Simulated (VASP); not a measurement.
# RbTaAs2 (P6/mmm) in VASP: relaxation of cell and atoms with PBE

Aim: the relaxation of cell and atoms of RbTaAs2 with PBE.

All numbers are computed with VASP 6.6.1; they aren't measurements. Logs are shortened: lines on timing, memory, paths and dates and some standing lists are left out, and cuts for length are marked.

## Step 1: The cell of the first run

Symmetry: P6/mmm, No. 191, hexagonal system. The conventional cell has a = 5.265 Å, b = 5.265 Å, c = 5.950 Å, α = 90.00°, β = 90.00°, γ = 120.00°. Within 3.9 Å of Rb (site symmetry 6/mmm) lie 2 Ta at 2.98 Å and 6 As at 3.04 Å. Within 3.9 Å of Ta (site symmetry 6/mmm) lie 2 Rb at 2.98 Å. Within 4.0 Å of As (site symmetry -6m2) lie 3 As at 3.04 Å and 3 Rb at 3.04 Å.

The cell was generated, and may not be a known phase.

## Step 2: Relaxation of cell and atoms, PBE

The input, INCAR:

```
SYSTEM = RbTaAs2
ALGO = Normal ; EDIFF = 1E-7
EDIFFG = -0.01 ; ENCUT = 510
GGA = PE ; GGA_COMPAT = .False.
IBRION = 2 ; ISIF = 3
ISMEAR = 0 ; LASPH = .True.
LCHARG = .False. ; LREAL = .False.
LWAVE = .False. ; NELM = 120
NELMIN = 4 ; NSW = 100
PREC = Accurate ; SIGMA = 0.1
```

The input, KPOINTS:

```
k-points
0
Gamma
  12 12 8
  0 0 0
```

The input, POSCAR:

```
RbTaAs2
1.0
    5.2648824740      0.0000000000      0.0000000000
   -2.6324412370      4.5595219704      0.0000000000
    0.0000000000      0.0000000000      5.9500874607
Rb Ta As
1 1 2
Direct
    0.0000000000      0.0000000000      0.0000000000
    0.0000000000      0.0000000000      0.5000000000
    0.3333333333      0.6666666667      0.0000000000
    0.6666666667      0.3333333333      0.0000000000
```

Potentials or basis: VASP PAW PBE potentials, release 64 (Rb_sv, Ta_sv_GW, As_d).

Started as:

```sh
> cat potpaw_PBE.64/Rb_sv/POTCAR potpaw_PBE.64/Ta_sv_GW/POTCAR potpaw_PBE.64/As_d/POTCAR > POTCAR
> mpirun -np 1 vasp_std > vasp.out
```

OUTCAR:

```text
SYSTEM = RbTaAs2
   EDIFF = 1E-7
   EDIFFG = -0.01
   ENCUT = 510
   GGA = PE
   IBRION = 2
   ISIF = 3
   ISMEAR = 0
   LASPH = .True.
   LREAL = .False.
   NELM = 120
   NELMIN = 4
   NSW = 100
   PREC = Accurate

 ion  position               nearest neighbor table
   1  0.000  0.000  0.000-   2 2.98   2 2.98   4 3.04   3 3.04   3 3.04   4 3.04   4 3.04   3 3.04

   2  0.000  0.000  0.500-   1 2.98   1 2.98
   3  0.333  0.667  0.000-   1 3.04   1 3.04   1 3.04
   4  0.667  0.333  0.000-   1 3.04   1 3.04   1 3.04

  LATTYP: Found a hexagonal cell.
 ALAT       =     5.2648824740
 C/A-ratio  =     1.1301463024

  Lattice vectors:

 A1 = (   5.2648824740,   0.0000000000,   0.0000000000)
 A2 = (  -2.6324412370,   4.5595219704,   0.0000000000)
 A3 = (   0.0000000000,   0.0000000000,   5.9500874607)

Analysis of symmetry for initial positions (statically):
=====================================================================
 Subroutine PRICEL returns:
 Original cell was already a primitive cell.

 Routine SETGRP: Setting up the symmetry group for a
 hexagonal supercell.

 Subroutine GETGRP returns: Found 24 space group operations
 (whereof 24 operations were pure point group operations)
 out of a pool of 24 trial point group operations.

The static configuration has the point symmetry D_6h.

Analysis of symmetry for dynamics (positions and initial velocities):
=====================================================================
 Subroutine PRICEL returns:
 Original cell was already a primitive cell.

 Routine SETGRP: Setting up the symmetry group for a
 hexagonal supercell.

 Subroutine GETGRP returns: Found 24 space group operations
 (whereof 24 operations were pure point group operations)
 out of a pool of 24 trial point group operations.

The dynamic configuration has the point symmetry D_6h.

 Subroutine INISYM returns: Found 24 space group operations
 (whereof 24 operations are pure point group operations),
 and found     1 'primitive' translations

----------------------------------------------------------------------------------------

                                     Primitive cell

  volume of cell :     142.8339

  direct lattice vectors                    reciprocal lattice vectors
     5.264882474  0.000000000  0.000000000     0.189937763  0.109660619  0.000000000
    -2.632441237  4.559521970  0.000000000     0.000000000  0.219321237  0.000000000
     0.000000000  0.000000000  5.950087461     0.000000000  0.000000000  0.168064756

  length of vectors
     5.264882474  5.264882474  5.950087461     0.219321237  0.219321237  0.168064756

  position of ions in fractional coordinates (direct lattice)
     0.000000000  0.000000000  0.000000000
     0.000000000  0.000000000  0.500000000
     0.333333333  0.666666667  0.000000000
     0.666666667  0.333333333  0.000000000

  ion indices of the primitive-cell ions
   primitive index   ion index
                 1           1
                 2           2
                 3           3
                 4           4

----------------------------------------------------------------------------------------

 KPOINTS: k-points

Automatic generation of k-mesh.
 Grid dimensions read from file:
 generate k-points for:   12   12    8

 Generating k-lattice:

  Cartesian coordinates                     Fractional coordinates (reciprocal lattice)
     0.015828147  0.009138385  0.000000000     0.083333333  0.000000000  0.000000000
     0.000000000  0.018276770  0.000000000     0.000000000  0.083333333  0.000000000
     0.000000000  0.000000000  0.021008095     0.000000000  0.000000000  0.125000000

  Length of vectors
     0.018276770  0.018276770  0.021008095

  Shift w.r.t. Gamma in fractional coordinates (k-lattice)
     0.000000000  0.000000000  0.000000000

 Subroutine IBZKPT returns following result:
 ===========================================

 Found     95 irreducible k-points:

 Following reciprocal coordinates:
            Coordinates               Weight
  0.000000  0.000000  0.000000      1.000000
  0.083333  0.000000  0.000000      6.000000
  0.166667  0.000000  0.000000      6.000000
  0.250000  0.000000  0.000000      6.000000
  0.333333  0.000000  0.000000      6.000000
  0.416667  0.000000  0.000000      6.000000
[... 16 lines left out ...]
  0.250000  0.000000  0.125000     12.000000
  0.333333  0.000000  0.125000     12.000000
 [... further k-points ...]
   k-points           NKPTS =     95   k-points in BZ     NKDIM =     95   number of bands    NBANDS=     31
   number of dos      NEDOS =    301   number of ions     NIONS =      4
   total plane-waves  NPLWV =  76800
   dimension x,y,z NGX =    40 NGY =   40 NGZ =   48
   dimension x,y,z NGXF=    80 NGYF=   80 NGZF=   96
   ions per type =               1   1   2
   NGX,Y,Z   is equivalent  to a cutoff of  12.63, 12.63, 13.41 a.u.
   NGXF,Y,Z  is equivalent  to a cutoff of  25.26, 25.26, 26.82 a.u.
 SYSTEM =  RbTaAs2
   PREC   = accura    normal or accurate (medium, high low for compatibility)
   ISTART =      0    job   : 0-new  1-cont  2-samecut
   ICHARG =      2    charge: 1-file 2-atom 10-const
   ISPIN  =      1    spin polarized calculation?
   LNONCOLLINEAR =      F non collinear calculations
   LSORBIT =      F    spin-orbit coupling
   LASPH  =      T    aspherical Exc in radial PAW
   ENCUT  =  510.0 eV  37.48 Ry    6.12 a.u.   9.69  9.69 10.96*2*pi/ulx,y,z
   NELM   =    120;   NELMIN=  4; NELMDL= -5     # of ELM steps
   EDIFF  = 0.1E-06   stopping-criterion for ELM
   LREAL  =      F    real-space projection
   EDIFFG = -.1E-01   stopping-criterion for IOM
   NSW    =    100    number of steps for IOM
   IBRION =      2    ionic relax: 0-MD 1-quasi-New 2-CG
   NFREE  =      1    steps in history (QN), initial steepest desc. (CG)
   ISIF   =      3    stress and relaxation
   ISYM   =      2    0-nonsym 1-usesym 2-fastsym
   POTIM  = 0.5000    time-step for ionic-motion
   TEBEG  =    0.0;   TEEND  =   0.0 temperature during run
   PSTRESS=    0.0 pullay stress
   NELECT =      52.0000    total number of electrons
   NUPDOWN=      -1.0000    fix difference up-down
   EMIN   =  10.00;   EMAX   =-10.00  energy-range for DOS
   EFERMI =   0.00;   METHOD = LEGACY
   ISMEAR =     0;   SIGMA  =   0.10  broadening in eV -4-tet -1-fermi 0-gaus
   EFERMI_NEDOS =   21; number of points for ismear=-14 and -15
   IALGO  =     38    algorithm
   IMIX   =      4    mixing-type and parameters
     AMIX     =   0.40;   BMIX     =  1.00
     AMIX_MAG =   1.60;   BMIX_MAG =  1.00
  volume/ion in A,a.u.               =      35.71       240.97
  Fermi-wavevector in a.u.,A,eV,Ry     =   1.168958  2.209010 18.591849  1.366462
  Thomas-Fermi vector in A             =   2.305437
   LORBIT       =      0    0 simple, 1 ext, 2 COOP (PROOUT), +10 PAW based schemes
   GGA     = PE    functional components
   LHFCALC =     F    Hartree Fock is set to
   AEXX    =    0.0000 exact exchange contribution
   IVDW    =     0    specifies the selected vdW correction
   LEPSILON=     F    determine dielectric tensor
   LRPA    =     F    only Hartree local field effects (RPA)
 conjugate gradient relaxation of ions
 non-spin polarized calculation
 Gauss-broadening in eV      SIGMA  =   0.10
  energy-cutoff  :      510.00
  volume of cell :      142.83
 maximum number of plane-waves:      3774
 NGX is ok and might be reduce to    40
   NGX = 19   NGY = 19   NGZ = 21

--------------------------------------- Ionic step        1  -------------------------------------------

 number of electron      52.0000014 magnetization

 Free energy of the ion-electron system (eV)
  ---------------------------------------------------
  ext. energy  EPLUGINS =         0.00000000
  ---------------------------------------------------
  free energy    TOTEN  =       -14.20256183 eV

  energy without entropy =      -14.13902248  energy(sigma->0) =      -14.17079215

------------------------ aborting loop because EDIFF is reached ----------------------------------------

  FORCE on cell =-STRESS in cart. coord.  units (eV):
  Direction    XX          YY          ZZ          XY          YZ          ZX
  --------------------------------------------------------------------------------------
  -------------------------------------------------------------------------------------
  Total       -0.0396453     -0.0396453     -0.1469442      0.0000000      0.0000000      0.0000000
  in kB       -0.4447041     -0.4447041     -1.6482828      0.0000000      0.0000000      0.0000000
  external PRESSURE =      -0.8458970 kB  Pullay stress =       0.0000000 kB
[... 175 lines left out ...]
  energy  without entropy=      -14.1434635940  energy(sigma->0) =      -14.17348533

--------------------------------------- Ionic step        6  -------------------------------------------

 number of electron      52.0000018 magnetization

 Free energy of the ion-electron system (eV)
  ---------------------------------------------------
  ext. energy  EPLUGINS =         0.00000000
  ---------------------------------------------------
  free energy    TOTEN  =       -14.20352244 eV

  energy without entropy =      -14.14322789  energy(sigma->0) =      -14.17337516

 E-fermi :   1.5435     XC(G=0):  -8.6071

 val. band max:        1.5429905808   @ k =   0.1667   0.0833   0.0000
 cond. band min:       1.5464651127   @ k =   0.2500   0.2500   0.1250
 fundamental gap:      0.0034745319
 Fermi energy:         1.5434777085

 k-point     1 :       0.0000    0.0000    0.0000
  band No.  band energies     occupation
      1     -67.9530      2.00000
      2     -34.3774      2.00000
      3     -34.3774      2.00000
      4     -34.3436      2.00000
      5     -34.3436      2.00000
      6     -34.3339      2.00000
[... 805 lines left out ...]
     30       2.0593      0.00000
     31       2.3689      0.00000

 [... further k-points ...]

------------------------ aborting loop because EDIFF is reached ----------------------------------------

  FORCE on cell =-STRESS in cart. coord.  units (eV):
  Direction    XX          YY          ZZ          XY          YZ          ZX
  --------------------------------------------------------------------------------------
  -------------------------------------------------------------------------------------
  Total       -0.0101316     -0.0101316     -0.0000915      0.0000000      0.0000000      0.0000000
  in kB       -0.1150743     -0.1150743     -0.0010388      0.0000000      0.0000000      0.0000000
  external PRESSURE =      -0.0770625 kB  Pullay stress =       0.0000000 kB
[... 19 lines left out ...]
  FREE ENERGIE OF THE ION-ELECTRON SYSTEM (eV)
  ---------------------------------------------------
  free  energy   TOTEN  =       -14.2035224395 eV

  energy  without entropy=      -14.1432278895  energy(sigma->0) =      -14.17337516

 reached required accuracy - stopping structural energy minimisation
```

It took 19 min on 1 thread of Intel Xeon 6975P-C (Granite Rapids), shared host; peak memory 0.58 GiB.

Results:

- Free energy: -14.2035 eV
- Relaxed volume: 35.27 Å³/atom
- Relaxed cell: a = 5.263 Å, b = 5.263 Å, c = 5.881 Å, α = 90.00°, β = 90.00°, γ = 120.00°
- Space group after relaxing (to 0.1 Å): P6/mmm (No. 191)
- Energy gained by relaxing: 0.2 meV/atom
- Ionic steps: 6
- Pressure after relaxing: 0.0 GPa
- Band gap on the k mesh: zero (bands 26 and 27 overlap by 0.41 eV)

The path:
| step | energy change (eV) | largest force (eV/Å) | pressure (GPa) | volume (Å³) |
| --- | --- | --- | --- | --- |
| 1 | 0.0000 | 0.0000 | -0.08 | 142.83 |
| 2 | -0.0003 | 0.0000 | -0.05 | 142.44 |
| 3 | -0.0007 | 0.0000 | 0.04 | 141.28 |
| 4 | -0.0009 | 0.0000 | 0.01 | 141.18 |
| 5 | -0.0009 | 0.0000 | -0.04 | 141.02 |
| 6 | -0.0010 | 0.0000 | -0.01 | 141.06 |

Final structure:
```cif
data_structure
_symmetry_space_group_name_H-M 'P 1'
_symmetry_Int_Tables_number 1
_cell_length_a 5.2626
_cell_length_b 5.2626
_cell_length_c 5.8813
_cell_angle_alpha 90.000
_cell_angle_beta 90.000
_cell_angle_gamma 120.000
_cell_volume 141.06
loop_
_atom_site_label
_atom_site_type_symbol
_atom_site_fract_x
_atom_site_fract_y
_atom_site_fract_z
_atom_site_occupancy
Rb1 Rb 0.00000 0.00000 0.00000 1
Ta1 Ta 0.00000 0.00000 0.50000 1
As1 As 0.33333 0.66667 0.00000 1
As2 As 0.66667 0.33333 0.00000 1
```

Caveat: spin-orbit coupling is left out, which moves the levels of the heavy elements.
